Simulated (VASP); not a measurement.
# K4H (P4/mmm) in VASP: a series of runs, part 2 of 2

VASP 6.6.1. The steps go on from the part before.

## Step 3: Single point, PBE (atoms taken out)

INCAR reads:

```
SYSTEM = K4H
ALGO = Normal ; EDIFF = 1E-7
ENCUT = 520 ; GGA = PE
ISIF = 2 ; ISMEAR = 0
LASPH = .True. ; LCHARG = .False.
LREAL = .False. ; LWAVE = .False.
NBANDS = 26 ; NELM = 60
PREC = Accurate ; SIGMA = 0.1
```

KPOINTS reads:

```
k-points
0
Gamma
  8 8 6
  0 0 0
```

POSCAR reads:

```
K4H
1.0
    5.5972980571      0.0000000000      0.0000000000
    0.0000000000      5.5972980571      0.0000000000
    0.0000000000      0.0000000000      7.9924317142
K H
4 1
Direct
    0.5000000000      0.0000000000      0.2305980602
    0.0000000000      0.5000000000      0.7694019398
    0.5000000000      0.0000000000      0.7694019398
    0.0000000000      0.5000000000      0.2305980602
    0.0000000000      0.0000000000      0.0000000000
```

Potentials or basis: VASP PAW PBE potentials, release 64 (K_sv, H).

On the command line:

```console
cat potpaw_PBE.64/K_sv/POTCAR potpaw_PBE.64/H/POTCAR > POTCAR
mpirun -np 1 vasp_std > vasp.out
```

OUTCAR:

```text
SYSTEM = K4H
   EDIFF = 1E-7
   ENCUT = 520
   GGA = PE
   ISIF = 2
   ISMEAR = 0
   LASPH = .True.
   LREAL = .False.
   NELM = 60
   PREC = Accurate

 ion  position               nearest neighbor table
   1  0.500  0.000  0.231-   3 3.69
   2  0.000  0.500  0.769-   4 3.69
   3  0.500  0.000  0.769-   1 3.69
   4  0.000  0.500  0.231-   2 3.69
   5  0.000  0.000  0.000-

  LATTYP: Found a simple tetragonal cell.
 ALAT       =     5.5972980571
[... 897 lines left out ...]
  Direction    XX          YY          ZZ          XY          YZ          ZX
  --------------------------------------------------------------------------------------
  -------------------------------------------------------------------------------------
  Total       -0.0167230     -0.0167230     -0.0049084      0.0000000      0.0000000     -0.0000000
  in kB       -0.1070011     -0.1070011     -0.0314059      0.0000000      0.0000000     -0.0000000
  external PRESSURE =      -0.0818027 kB  Pullay stress =       0.0000000 kB

 VOLUME and BASIS-vectors are now :
 -----------------------------------------------------------------------------
  energy-cutoff  :      520.00
  volume of cell :      250.40
      direct lattice vectors                 reciprocal lattice vectors
     5.597298057  0.000000000  0.000000000     0.178657629  0.000000000  0.000000000
     0.000000000  5.597298057  0.000000000     0.000000000  0.178657629  0.000000000
     0.000000000  0.000000000  7.992431714     0.000000000  0.000000000  0.125118366

 POSITION                                       TOTAL-FORCE (eV/Angst)
 -----------------------------------------------------------------------------------
      2.79865      0.00000      1.84304         0.000000     -0.000000      0.000176
      0.00000      2.79865      6.14939         0.000000      0.000000     -0.000176
      2.79865      0.00000      6.14939         0.000000     -0.000000     -0.000176
      0.00000      2.79865      1.84304         0.000000      0.000000      0.000176
      0.00000      0.00000      0.00000         0.000000      0.000000      0.000000
 -----------------------------------------------------------------------------------
    total drift:                                0.000000      0.000000     -0.000000

  FREE ENERGIE OF THE ION-ELECTRON SYSTEM (eV)
  ---------------------------------------------------
  free  energy   TOTEN  =        -6.8581238736 eV

  energy  without entropy=       -6.8370579317  energy(sigma->0) =       -6.84759090
```

OSZICAR:

```text
N       E                     dE             d eps       ncg     rms          rms(c)
DAV:   1     0.261815487633E+03    0.26182E+03   -0.15524E+04  3120   0.114E+03
DAV:   2     0.145620851550E+02   -0.24725E+03   -0.24408E+03  3330   0.336E+02
DAV:   3    -0.666694504271E+01   -0.21229E+02   -0.20975E+02  4974   0.764E+01
DAV:   4    -0.774246503322E+01   -0.10755E+01   -0.10721E+01  4470   0.156E+01
DAV:   5    -0.779797384106E+01   -0.55509E-01   -0.55493E-01  4766   0.265E+00    0.519E+00
DAV:   6    -0.700023262469E+01    0.79774E+00   -0.13658E+00  3532   0.235E+00    0.320E+00
DAV:   7    -0.684758382069E+01    0.15265E+00   -0.12147E+00  3914   0.184E+00    0.174E+00
DAV:   8    -0.687666366443E+01   -0.29080E-01   -0.22223E-01  3450   0.129E+00    0.713E-01
DAV:   9    -0.685834688690E+01    0.18317E-01   -0.55107E-02  3660   0.552E-01    0.215E-01
DAV:  10    -0.685788205227E+01    0.46483E-03   -0.12349E-02  4068   0.257E-01    0.685E-02
DAV:  11    -0.685814415261E+01   -0.26210E-03   -0.14331E-03  3880   0.935E-02    0.310E-02
DAV:  12    -0.685812946484E+01    0.14688E-04   -0.34250E-04  3776   0.370E-02    0.159E-02
DAV:  13    -0.685812392382E+01    0.55410E-05   -0.35894E-05  4382   0.139E-02    0.477E-03
DAV:  14    -0.685812386113E+01    0.62697E-07   -0.52027E-06  3094   0.487E-03    0.105E-03
DAV:  15    -0.685812397323E+01   -0.11211E-06   -0.94580E-07  2916   0.231E-03    0.179E-03
DAV:  16    -0.685812387359E+01    0.99647E-07   -0.33681E-07  2634   0.136E-03
   1 F= -.68581239E+01 E0= -.68475909E+01  d E =-.210659E-01
```

stdout:

```text
POSCAR found type information on POSCAR K H
 POSCAR found :  2 types and       5 ions
 scaLAPACK will be used
 LDA part: xc-table for (Slater+PW92), standard interpolation
 POSCAR, INCAR and KPOINTS ok, starting setup
 FFT: planning ... GRIDC
 FFT: planning ... GRID_SOFT
 FFT: planning ... GRID
 WAVECAR not read
 entering main loop
```

Wall time 4.5 min (1 thread of Intel Xeon Platinum 8488C (Sapphire Rapids), shared host); peak memory 0.48 GiB.

Results:

```
Free energy            : -6.8581 eV
Pressure               : 0.0 GPa
Band gap on the k mesh : zero (an odd number of electrons rules out a gap without spin polarisation)
```

Levels at points of the mesh, in eV from the Fermi level:
```
           k point  band 15  band 16  band 17  band 18  band 19  band 20  band 21  band 22
(0.00, 0.00, 0.00)   -15.66   -15.65    -3.22    -1.13     0.11     0.60     2.30     2.30
(0.50, 0.00, 0.00)   -15.66   -15.66    -2.79    -0.95    -0.05     0.90     1.47     1.55
(0.50, 0.50, 0.00)   -15.65   -15.64    -2.55     0.16     0.16     0.29     0.73     1.01
(0.00, 0.00, 0.50)   -15.66   -15.66    -3.08    -1.54    -0.11     1.62     2.21     2.36
(0.50, 0.00, 0.50)   -15.70   -15.70    -2.75    -0.42    -0.32    -0.31     2.27     2.91
(0.50, 0.50, 0.50)   -15.65   -15.65    -2.55     0.50     0.64     0.64     0.87     0.87
```

Caveat: the cell differs from its parent crystal (atoms taken out).

## Step 4: Relaxation of cell and atoms, PBE (atoms taken out)

INCAR reads:

```
ALGO     = Normal         # electronic algorithm
EDIFF    = 1E-6           # SCF threshold, eV
EDIFFG   = -0.01          # ionic threshold
ENCUT    = 600            # plane-wave cutoff, eV
GGA      = PE             # functional
IBRION   = 2              # ionic algorithm
ISIF     = 3              # what is computed and relaxed
ISMEAR   = 0              # smearing method
LASPH    = True           # aspherical terms in the spheres
LCHARG   = False          # write CHGCAR
LREAL    = False          # projectors in reciprocal space
LWAVE    = False          # write WAVECAR
NELM     = 80             # most SCF steps
NSW      = 100            # ionic steps
PREC     = Accurate       # precision mode
SIGMA    = 0.1            # smearing width, eV
```

KPOINTS reads:

```
k-points
0
Gamma
  8 8 6
```

POSCAR reads:

```
K4H
1.0
    5.0802417300      0.0000000000      0.0000000000
    0.0000000000      5.0802417300      0.0000000000
    0.0000000000      0.0000000000      7.1845467500
K H
4 1
Direct
    0.5000000000      0.0000000000      0.2500000000
    0.0000000000      0.5000000000      0.7500000000
    0.5000000000      0.0000000000      0.7500000000
    0.0000000000      0.5000000000      0.2500000000
    0.0000000000      0.0000000000      0.0000000000
```

Potentials or basis: VASP PAW PBE potentials, release 64 (K_sv, H).

On the command line:

```console
cat potpaw_PBE.64/K_sv/POTCAR potpaw_PBE.64/H/POTCAR > POTCAR
mpirun -np 1 vasp_std > vasp.out
```

OUTCAR:

```text
EDIFF = 1E-6
   EDIFFG = -0.01
   ENCUT = 600
   GGA = PE
   IBRION = 2
   ISIF = 3
   ISMEAR = 0
   LASPH = True
   LREAL = False
   NELM = 80
   NSW = 100
   PREC = Accurate

 ion  position               nearest neighbor table
   1  0.500  0.000  0.250-   3 3.59   3 3.59   4 3.59   4 3.59   4 3.59   4 3.59
   2  0.000  0.500  0.750-   4 3.59   4 3.59   3 3.59   3 3.59   3 3.59   3 3.59
   3  0.500  0.000  0.750-   1 3.59   1 3.59   2 3.59   2 3.59   2 3.59   2 3.59
   4  0.000  0.500  0.250-   2 3.59   2 3.59   1 3.59   1 3.59   1 3.59   1 3.59
   5  0.000  0.000  0.000-

  LATTYP: Found a simple tetragonal cell.
 ALAT       =     5.0802417300
 C/A-ratio  =     1.4142135614

  Lattice vectors:

 A1 = (   5.0802417300,   0.0000000000,   0.0000000000)
 A2 = (   0.0000000000,   5.0802417300,   0.0000000000)
[... 386 lines left out ...]
  ---------------------------------------------------
  free energy    TOTEN  =        -6.85057525 eV

  energy without entropy =       -6.82956485  energy(sigma->0) =       -6.84007005

 E-fermi :   0.2467     XC(G=0):  -6.1248

 val. band max:        0.2434210873   @ k =   0.5000   0.2500   0.1667
 cond. band min:       0.2504766735   @ k =   0.5000   0.2500   0.0000
 fundamental gap:      0.0070555862
 Fermi energy:         0.2466894701

 k-point     1 :       0.0000    0.0000    0.0000
  band No.  band energies     occupation
      1     -32.0388      2.00000
      2     -32.0224      2.00000
      3     -32.0143      2.00000
      4     -31.9986      2.00000
      5     -15.6413      2.00000
      6     -15.5927      2.00000
[... 589 lines left out ...]
     21       1.9199      0.00000
     22       2.1867      0.00000

 [... further k-points ...]

------------------------ aborting loop because EDIFF is reached ----------------------------------------

  FORCE on cell =-STRESS in cart. coord.  units (eV):
  Direction    XX          YY          ZZ          XY          YZ          ZX
  --------------------------------------------------------------------------------------
  -------------------------------------------------------------------------------------
  Total        0.0111510      0.0111510      0.0258919      0.0000000      0.0000000      0.0000000
  in kB        0.0717167      0.0717167      0.1665219      0.0000000      0.0000000      0.0000000
  external PRESSURE =       0.1033184 kB  Pullay stress =       0.0000000 kB
[... 20 lines left out ...]
  FREE ENERGIE OF THE ION-ELECTRON SYSTEM (eV)
  ---------------------------------------------------
  free  energy   TOTEN  =        -6.8505752518 eV

  energy  without entropy=       -6.8295648535  energy(sigma->0) =       -6.84007005

 reached required accuracy - stopping structural energy minimisation
```

CONTCAR:

```text
K4H
   1.00000000000000
     5.5889956813673987    0.0000000000000000    0.0000000000000000
     0.0000000000000000    5.5889956813673987    0.0000000000000000
    -0.0000000000000000    0.0000000000000000    7.9750944172844465
  K               H
     4     1
Direct
     0.5000000000000000    0.0000000000000000    0.2309291877539164
     0.0000000000000000    0.5000000000000000    0.7690708122460835
     0.5000000000000000    1.0000000000000000    0.7690708122460835
     0.0000000000000000    0.5000000000000000    0.2309291877539164
     1.0000000000000000    0.0000000000000000    0.0000000000000000

  0.00000000E+00  0.00000000E+00  0.00000000E+00
  0.00000000E+00  0.00000000E+00  0.00000000E+00
  0.00000000E+00  0.00000000E+00  0.00000000E+00
  0.00000000E+00  0.00000000E+00  0.00000000E+00
  0.00000000E+00  0.00000000E+00  0.00000000E+00
```

Wall time 20 min (1 thread of Intel Xeon Platinum 8488C (Sapphire Rapids), shared host); peak memory 0.49 GiB.

Results:

```yaml
Free_energy: -6.8506 eV
Relaxed_volume: 49.82 Å³/atom
Relaxed_cell: a = 5.589 Å, b = 5.589 Å, c = 7.975 Å, α = 90.00°, β = 90.00°, γ = 90.00°
Space_group_after_relaxing_to_0.1_Å: P4/mmm (No. 123)
Energy_gained_by_relaxing: 89.8 meV/atom
Ionic_steps: 10
Pressure_after_relaxing: 0.0 GPa
Band_gap_on_the_k_mesh: zero (an odd number of electrons rules out a gap without spin polarisation)
```

Step by step:
```csv
step,energy change (eV),largest force (eV/Å),pressure (GPa),volume (Å³)
1,0.0000,0.2977,2.42,185.42
2,-0.2031,0.2393,1.52,200.85
3,-0.4133,0.1447,0.22,238.34
4,-0.4248,0.1273,0.00,248.82
5,-0.4255,0.1234,-0.05,251.57
6,-0.4303,0.1100,-0.04,251.00
7,-0.4414,0.0708,-0.01,249.29
8,-0.4479,0.0101,0.08,245.89
9,-0.4483,0.0070,0.06,246.56
10,-0.4490,0.0020,0.01,249.12
```

Final structure:
```
CELL_PARAMETERS angstrom
5.58900 0.00000 0.00000
0.00000 5.58900 0.00000
0.00000 0.00000 7.97509
ATOMIC_POSITIONS crystal
K 0.50000 0.00000 0.23093
K 0.00000 0.50000 0.76907
K 0.50000 0.00000 0.76907
K 0.00000 0.50000 0.23093
H 0.00000 0.00000 0.00000
```

Caveat: the cell differs from its parent crystal (atoms taken out); the volume moved by over 15 % at a fixed basis, so the end points are rough.

## Step 5: The runs side by side

| task | cell | k mesh | cutoff (eV) | gap on the mesh (eV) | pressure (GPa) |
| --- | --- | --- | --- | --- | --- |
| single point | a = 5.080, b = 5.080, c = 7.185 Å, 5 atoms, atomic positions A | 4 × 4 × 4 | 520 | none | 2.4 |
| single point | a = 5.597, b = 5.597, c = 7.992 Å, 5 atoms, atomic positions B | 8 × 8 × 6 | 520 | none | 0.0 |
| relaxation of cell and atoms | relaxed from a = 5.080, b = 5.080, c = 7.185 Å, 5 atoms, atomic positions A | 8 × 8 × 6 | 600 | none | 0.0 |

Alike in all rows: level PBE; potentials or basis VASP PAW PBE potentials, release 64 (K_sv, H); no spin polarisation; smearing gaussian 0.1 eV.

Caveats: the volume moved by over 15 % at a fixed basis, so the end points are rough (at least some runs).

Total energies depend on the potentials used, so only differences within one code and one set of settings carry meaning.

The gap in the log of VASP goes by the Fermi energy; the results here count the filled bands.